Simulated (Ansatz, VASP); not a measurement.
## B3Sb2P in VASP and in Ansatz

INCAR

```
SYSTEM = B3Sb2P
ALGO = Normal
EDIFF = 1E-6
EDIFFG = -0.04
ENCUT = 600
GGA = PE
IBRION = 2
ISIF = 3
ISMEAR = 0
LASPH = .True.
LCHARG = .False.
LREAL = .False.
LWAVE = .False.
NELM = 80
NSW = 90
PREC = Accurate
SIGMA = 0.1
```

KPOINTS

```
k-points
0
Gamma
  4 4 4
  0 0 0
```

Contents of POSCAR:

```
B3Sb2P
1.0
    5.1401126300      0.0000000000      0.0000000000
    0.0000000000      5.1401126300      0.0000000000
    0.0000000000      0.0000000000      4.2021182900
B Sb P
3 2 1
Direct
    0.5000000000      0.5000000000      0.0000000000
    0.5000000000      0.5000000000      0.6805023400
    0.5000000000      0.5000000000      0.3194976600
    0.0000000000      0.5000000000      0.5000000000
    0.5000000000      0.0000000000      0.5000000000
    0.0000000000      0.0000000000      0.5000000000
```

Input for Ansatz:

```yaml
crystal:
  lattice:
    - [5.14011263, 0.0, 0.0]
    - [0.0, 5.14011263, 0.0]
    - [0.0, 0.0, 4.20211829]
  atoms:
    - { symbol: B, position: [0.5, 0.5, 0.0] }
    - { symbol: B, position: [0.5, 0.5, 0.68050234] }
    - { symbol: B, position: [0.5, 0.5, 0.31949766] }
    - { symbol: Sb, position: [0.0, 0.5, 0.5] }
    - { symbol: Sb, position: [0.5, 0.0, 0.5] }
    - { symbol: P, position: [0.0, 0.0, 0.5] }
basis:
  ecutwfc: 420
kpoints:
  mp_grid: { grid: [4, 4, 4] }
hamiltonian:
  xc: pbe
scf:
  occupations: { method: gaussian, width: 0.1 }
  lower_state_search: "off"
output:
  forces: true
  stress: true
  eigenvalues: true
relax:
  adjacent_minimum: "off"
  f_tol: 0.04
  max_steps: 70
  cell: { stress_tol: 0.4 }
```

Alike in both runs: task relaxation of cell and atoms; functional PBE; k mesh 4 × 4 × 4; occupations gaussian, width 0.1 eV; no spin polarisation.

```csv
,VASP,Ansatz
version,VASP 6.6.1,Ansatz 0.2.0
potentials or method,"VASP PAW PBE potentials, release 64 (B, Sb, P), cutoff 600 eV","scalar-relativistic, plane waves, PAW"
valence electrons in the cell,24,44
```

Ansatz gave:

* gap on the k mesh at the Fermi level, each at its own relaxed structure (eV): none
* relaxed volume (Å³/atom): 21.83
* relaxed cell length with the largest relative difference (Å): 4.675

What did VASP give for the same quantities?

gap on the k mesh at the Fermi level, each at its own relaxed structure (eV): none; relaxed volume (Å³/atom): 21.84; relaxed cell length with the largest relative difference (Å): 4.681.

A gap of «none» marks a metal or a gap that the smearing closes. VASP's potentials hold 24 valence electrons a cell and Ansatz's 44, so a difference there can come from the potentials and not from the codes.

The k mesh is coarse, so the values compare programs but aren't converged. Spin-orbit coupling is off throughout. Noted on VASP's run: the volume moved by over 15 % at a fixed basis, so the end points are rough.
